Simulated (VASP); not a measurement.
Ca: single point with LDA

Crystal: Ca.

```
Ca
1.0
     3.46311    0.00000    0.00000
    -1.73156    2.99914    0.00000
     0.00000    0.00000    5.74645
Ca
2
Direct
  0.33333 0.66667 0.25000
  0.66667 0.33333 0.75000
```

This isn't the form of Ca at room conditions, which is fcc.

```
Program                : VASP 6.6.1
Task                   : single point
Functional             : LDA
Potentials or basis    : VASP PAW LDA potentials, release 64 (Ca_sv)
Cutoff                 : 520 eV
k mesh                 : 12 × 12 × 6
Occupations            : fermi-dirac, width 0.05 eV
Spin                   : no spin polarisation
Dipole correction      : no
Further INCAR settings : ALGO = Normal; EDIFF = 1e-06; NBANDS = 17
```

| Quantity | Value |
| --- | --- |
| Pressure | 6.9 GPa |
| Band gap on the k mesh | zero (bands 10 and 11 overlap by 0.33 eV) |

Levels at points of the mesh, in eV from the Fermi level:
| k point | band 8 | band 9 | band 10 | band 11 | band 12 | band 13 |
| --- | --- | --- | --- | --- | --- | --- |
| (0.00, 0.00, 0.00) | -21.90 | -4.57 | -1.27 | 0.31 | 2.53 | 2.64 |
| (0.50, 0.00, 0.00) | -21.97 | -1.11 | -0.54 | -0.13 | 0.29 | 1.72 |
| (0.00, 0.00, 0.50) | -21.94 | -3.26 | -3.26 | 1.48 | 1.48 | 2.63 |
| (0.50, 0.00, 0.50) | -22.02 | -0.96 | -0.96 | 0.52 | 0.52 | 1.67 |

Wall time 74 s on 1 thread of Intel(R) Xeon(R) Platinum 8259CL CPU @ 2.50GHz (Skylake/Cascade Lake) (shared host), peak memory 0.2 GiB.

Caveat: the cell stands under pressure.
